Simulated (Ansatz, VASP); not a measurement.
**One calculation of YGaC6N6, two programs**

```xyz
14
Lattice="0.0000 5.6782 5.6782 5.6782 0.0000 5.6782 5.6782 5.6782 0.0000" Properties=species:S:1:pos:R:3 pbc="T T T"
Y     5.6782    5.6782    5.6782
Ga    0.0000    0.0000    0.0000
C     2.1429    5.6782    5.6782
C     5.6782    2.1429    5.6782
C     5.6782    5.6782    2.1429
C     9.2135    5.6782    5.6782
C     5.6782    9.2135    5.6782
C     5.6782    5.6782    9.2135
N     3.3091    5.6782    5.6782
N     5.6782    3.3091    5.6782
N     5.6782    5.6782    3.3091
N     8.0473    5.6782    5.6782
N     5.6782    8.0473    5.6782
N     5.6782    5.6782    8.0473
```

Alike in both runs: functional PBE; k mesh 4 × 4 × 4; occupations gaussian, width 0.02 eV; no spin polarisation.

Ansatz relaxed the structure, and its values are those at the end. VASP's run is a single point on that final structure, the one shown.

|  | VASP | Ansatz |
| --- | --- | --- |
| version | VASP 6.6.1 | Ansatz 0.2.0 |
| potentials or method | VASP PAW PBE potentials, release 64 (Y_sv, Ga_d, C, N), cutoff 520 eV | scalar-relativistic, plane waves, PAW |
| valence electrons in the cell | 78 | 78 |

```csv
,VASP,Ansatz,Ansatz less VASP
gap on the k mesh at the Fermi level (eV),4.25,4.26,+0.008
least direct gap on the mesh (eV),4.33,4.34,+0.008
pressure (GPa),0.3,0.0,-0.33
rms of the force components (eV/Å),0.224,0.001,-0.2234
```

One of these differences is far larger than is usual between the two programs; its cause wasn't traced. With one functional, cell and mesh, what is left measures potentials, basis and numerics. Ansatz's warnings: xc potential rough in thin density.

Noted on VASP's run: the standard files for N, O and F lose accuracy on very short bonds.
